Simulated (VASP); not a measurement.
The system is I.

```
I
1.0
     0.00000    2.36560    3.90984
     2.19225    0.00000    3.90984
     2.19225    2.36560    0.00000
I
1
Direct
  0.00000 0.00000 0.00000
```

| Item | Value |
| --- | --- |
| Program | VASP 6.6.1 |
| Task | relaxation of cell and atoms |
| Functional | PBEsol |
| Potentials or basis | VASP PAW PBE potentials, release 64 (I) |
| Cutoff | 600 eV |
| k mesh | 14 × 14 × 14 |
| Occupations | gaussian, width 0.1 eV |
| Spin | no spin polarisation |

At the start: pressure -1.4 GPa; volume 40.55 Å³/atom.

Question: How do energy, volume and symmetry change on relaxing?

Answer: Over 41 steps the energy falls by 10.5 meV/atom and the volume is 37.99 Å³/atom (-6.3 %); space group Fmmm (No. 69, to 0.1 Å) before, I4/mmm (No. 139, to 0.1 Å).

The path:
| step | energy change (eV) | largest force (eV/Å) | pressure (GPa) | volume (Å³) |
| --- | --- | --- | --- | --- |
| 1 | 0.0000 | 0.0000 | -1.39 | 40.55 |
| 3 | -0.0085 | 0.0000 | -0.08 | 39.14 |
| 5 | -0.0095 | 0.0000 | 0.07 | 38.62 |
| 7 | -0.0099 | 0.0000 | -0.18 | 37.89 |
| 9 | -0.0101 | 0.0000 | -0.05 | 37.86 |
| 11 | -0.0101 | 0.0000 | 0.00 | 37.85 |
| 13 | -0.0101 | 0.0000 | 0.00 | 37.84 |
| 15 | -0.0101 | 0.0000 | 0.01 | 37.85 |
| 17 | -0.0102 | 0.0000 | 0.02 | 37.89 |
| 19 | -0.0104 | 0.0000 | 0.07 | 38.04 |
| 21 | -0.0104 | 0.0000 | 0.07 | 38.02 |
| 23 | -0.0104 | 0.0000 | 0.00 | 38.11 |
| 25 | -0.0104 | 0.0000 | -0.03 | 38.15 |
| 27 | -0.0104 | 0.0000 | -0.05 | 38.16 |
| 29 | -0.0104 | 0.0000 | -0.05 | 38.15 |
| 31 | -0.0105 | 0.0000 | -0.03 | 38.12 |
| 33 | -0.0105 | 0.0000 | -0.03 | 38.00 |
| 35 | -0.0105 | 0.0000 | -0.04 | 38.03 |
| 37 | -0.0105 | 0.0000 | -0.01 | 37.99 |
| 39 | -0.0105 | 0.0000 | 0.00 | 37.98 |
| 41 | -0.0105 | 0.0000 | 0.00 | 37.99 |

Final structure:
```
I
1.0
     0.00000    2.24322    3.77477
     2.24306    0.00000    3.77477
     2.24306    2.24322    0.00000
I
1
Direct
  0.00000 0.00000 0.00000
```

Caveat: the PAW data sets were made with another functional, which shifts forces and pressure a little; an odd number of electrons without spin polarisation forces a metal; a magnetic or distorted state may lie lower.
